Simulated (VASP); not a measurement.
Here is a VASP 6.6.1 calculation.

File INCAR:

```
SYSTEM = AlCu3
  PREC = Accurate
  ENCUT = 600
  EDIFF = 1E-7
  ISMEAR = 0
  SIGMA = 0.05
  LREAL = .False.
  LASPH = .True.
  NELM = 120
  ALGO = Normal
  ISIF = 3
  LWAVE = .False.
  LCHARG = .False.
  GGA = PS
  IBRION = 2
  NSW = 80
  EDIFFG = -0.03
  GGA_COMPAT = .False.
  NELMIN = 4
```

Contents of KPOINTS:

```
Automatic mesh
0
Gamma
  5 5 5
  0 0 0
```

Contents of POSCAR:

```
AlCu3
1.0
    0.0000000000      2.8880110000      2.8880110000
    2.8880110000      0.0000000000      2.8880110000
    2.8880110000      2.8880110000      0.0000000000
Al Cu
1 3
Direct
    0.0000000000      0.0000000000      0.0000000000
    0.5000000000      0.5000000000      0.5000000000
    0.2500000000      0.2500000000      0.2500000000
    0.7500000000      0.7500000000      0.7500000000
```

Potentials or basis: VASP PAW PBE potentials, release 64 (Al, Cu).

Run with:

```sh
$ cat potpaw_PBE.64/Al/POTCAR potpaw_PBE.64/Cu/POTCAR > POTCAR
$ mpirun -np 1 vasp_std > vasp.out
```

Task: Estimate the band gap on the k mesh.

Result: Zero (bands 18 and 19 overlap by 5.12 eV).

Final structure:
```xyz
4
Lattice="0.0000 2.8880 2.8880 2.8880 0.0000 2.8880 2.8880 2.8880 0.0000" Properties=species:S:1:pos:R:3 pbc="T T T"
Al    0.0000    0.0000    0.0000
Cu    2.8880    2.8880    2.8880
Cu    1.4440    1.4440    1.4440
Cu    4.3320    4.3320    4.3320
```

Caveat: the k points lie up to 0.38 Å⁻¹ apart in the final cell, too coarse for converged energies and pressures of a metal; the relaxation stopped at its first step, so nothing moved.
